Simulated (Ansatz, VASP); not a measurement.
BaO in VASP and in Ansatz

File INCAR:

```
SYSTEM = BaO
ALGO = Normal
EDIFF = 1E-8
ENCUT = 520
GGA = PE
GGA_COMPAT = .FALSE.
ISIF = 2
ISMEAR = -1
LASPH = .TRUE.
LCHARG = .FALSE.
LEFG = .TRUE.
LREAL = .FALSE.
LWAVE = .FALSE.
NBANDS = 15
NELM = 120
PREC = Accurate
SIGMA = 0.02
```

The input KPOINTS:

```
k-points
0
G
  8 8 8
  0 0 0
```

POSCAR

```
BaO
1.0
   -0.0275000000      2.7362500000      2.7362500000
    2.7362500000     -0.0275000000      2.7362500000
    2.7362500000      2.7362500000     -0.0275000000
Ba O
1 1
Direct
    0.0000000000      0.0000000000      0.0000000000
    0.5000000000      0.5000000000      0.5000000000
```

Input for Ansatz:

```yaml
crystal:
  lattice:
    - [-0.0275, 2.73625, 2.73625]
    - [2.73625, -0.0275, 2.73625]
    - [2.73625, 2.73625, -0.0275]
  atoms:
    - { symbol: Ba, position: [0.0, 0.0, 0.0] }
    - { symbol: O, position: [0.5, 0.5, 0.5] }
kpoints:
  mp_grid: { grid: [8, 8, 8] }
scf:
  occupations: { method: fermi_dirac, width: 0.02 }
hamiltonian:
  xc: pbe
  pseudopotentials: { kind: all_electron, datasets: crystal }
output:
  forces: true
  stress: true
  eigenvalues: true
  efg: { contact_densities: true }
```

Change from the starting cell: equal xy, yz and zx shear strains of -1 %, crystal datasets.

Alike in both runs: task electric field gradients; functional PBE; k mesh 8 × 8 × 8; occupations fermi-dirac, width 0.02 eV; no spin polarisation.

|  | VASP | Ansatz |
| --- | --- | --- |
| version | VASP 6.6.1 | Ansatz 0.2.0 |
| potentials or method | VASP PAW PBE potentials, release 64 (Ba_sv, O), cutoff 520 eV | all-electron PAW with datasets made for the crystal, scalar-relativistic |

```csv
,VASP,Ansatz,Ansatz less VASP
gap on the k mesh at the Fermi level (eV),1.90,1.97,+0.069
pressure (GPa),4.9,3.0,-1.85
"traceless stress, the component that is largest in VASP (GPa)",0.34,0.33,-0.005
size of Vzz on the site where it differs most (V/Å²),14.3,14.2,-0.11
```

Ansatz ran all-electron here, and VASP with PAW potentials.

Spin-orbit coupling is off throughout.
